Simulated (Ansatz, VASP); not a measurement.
## One calculation of KBr, two programs

```
CELL_PARAMETERS angstrom
0.00000 3.30000 3.30000
3.30000 0.00000 3.30000
3.30000 3.30000 0.00000
ATOMIC_POSITIONS crystal
Br 0.50000 0.50000 0.50000
K 0.00000 0.00000 0.00000
```

Alike in both runs: task single point; functional PBE-based screened hybrid with a share of 0.3 of exact exchange and HFSCREEN = 0.2; k mesh 4 × 4 × 4; occupations fermi-dirac, width 0.05 eV; no spin polarisation.

|  | VASP | Ansatz |
| --- | --- | --- |
| version | VASP 6.6.1 | Ansatz 0.2.0 |
| potentials or method | VASP PAW PBE potentials, release 64 (Br, K_sv) | Ansatz PAW |
| plane-wave cutoff (eV) | 520 | 420 |
| valence electrons in the cell | 16 | 16 |

|  | VASP | Ansatz | Ansatz less VASP |
| --- | --- | --- | --- |
| gap on the k mesh at the Fermi level (eV) | 5.86 | 5.87 | +0.004 |
| least direct gap on the mesh (eV) | 5.86 | 5.87 | +0.004 |
| pressure (GPa) | 0.4 | 0.4 | -0.01 |

VASP's potentials were made for PBE, not for PBE-based screened hybrid.
